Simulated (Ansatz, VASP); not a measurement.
# Ti: VASP beside Ansatz

File POSCAR:

```
Ti
1.0
   14.0000000000      0.0000000000      0.0000000000
    0.0000000000     14.4000000000      0.0000000000
    0.0000000000      0.0000000000     14.8000000000
Ti
1
Direct
    0.5000000000      0.5000000000      0.5000000000
```

Contents of INCAR.step1:

```
SYSTEM = Ti
  ALGO = Normal
  EDIFF = 1E-5
  ENCUT = 520
  GGA = PE
  ISIF = 2
  ISMEAR = -1
  ISPIN = 2
  ISYM = 0
  LASPH = .TRUE.
  LMAXMIX = 4
  LORBIT = 11
  LREAL = .FALSE.
  LWAVE = .TRUE.
  MAGMOM = 4
  NBANDS = 16
  NELM = 150
  PREC = Accurate
  SIGMA = 0.01
```

The input INCAR.step2:

```
SYSTEM = Ti
  ALGO = Normal
  EDIFF = 1E-7
  ENCUT = 520
  GGA = PE
  HFSCREEN = 0.2079
  ISIF = 2
  ISMEAR = -1
  ISPIN = 2
  ISTART = 1
  ISYM = 0
  LASPH = .TRUE.
  LCHARG = .TRUE.
  LELF = .TRUE.
  LHFCALC = .TRUE.
  LMAXMIX = 4
  LORBIT = 11
  LREAL = .FALSE.
  LVHAR = .TRUE.
  LWAVE = .FALSE.
  MAGMOM = 4
  NBANDS = 16
  NELM = 150
  PREC = Accurate
  PRECFOCK = Normal
  SIGMA = 0.01
```

The input KPOINTS:

```
k-points
0
G
  1 1 1
  0 0 0
```

Input for Ansatz:

```yaml
crystal:
  lattice:
    - [14.0, 0.0, 0.0]
    - [0.0, 14.4, 0.0]
    - [0.0, 0.0, 14.8]
  atoms:
    - { symbol: Ti, position: [0.5, 0.5, 0.5], spin: 4.0 }
  symmetry: { detect: false, time_reversal: true }
hamiltonian:
  xc: hse06
  pseudopotentials:
    kind: paw
    azcp:
      Ti: "pseudopotentials/Ti.paw.azcp"
basis:
  ecutwfc: 420
  fft_grid_basis: typed
kpoints:
  mp_grid: { grid: [1, 1, 1], shift: [0, 0, 0] }
magnetization:
  spin_polarized: true
scf:
  occupations: { method: fermi_dirac, width: 0.01 }
```

Alike in both runs: task single point; functional HSE06; k mesh 1 × 1 × 1; occupations fermi-dirac, width 0.01 eV; collinear spin.

|  | VASP | Ansatz |
| --- | --- | --- |
| version | VASP 6.6.1 | Ansatz 0.2.0 |
| potentials or method | VASP PAW PBE potentials, release 64 (Ti_sv), cutoff 520 eV | plane waves (420 eV) with PAW, scalar-relativistic |
| valence electrons in the cell | 12 | 12 |

|  | VASP | Ansatz | Ansatz less VASP |
| --- | --- | --- | --- |
| gap on the k mesh at the Fermi level (eV) | 2.16 | 2.24 | +0.083 |
| net moment per atom (μB) | 4.00 | 4.00 | 0.000 |
| size of the moment on the site where the two differ most (μB) | 2.43 | 4.00 | +1.567 |

Site moments also hang on the region over which each program counts them. Ansatz's warnings: stability check not made.
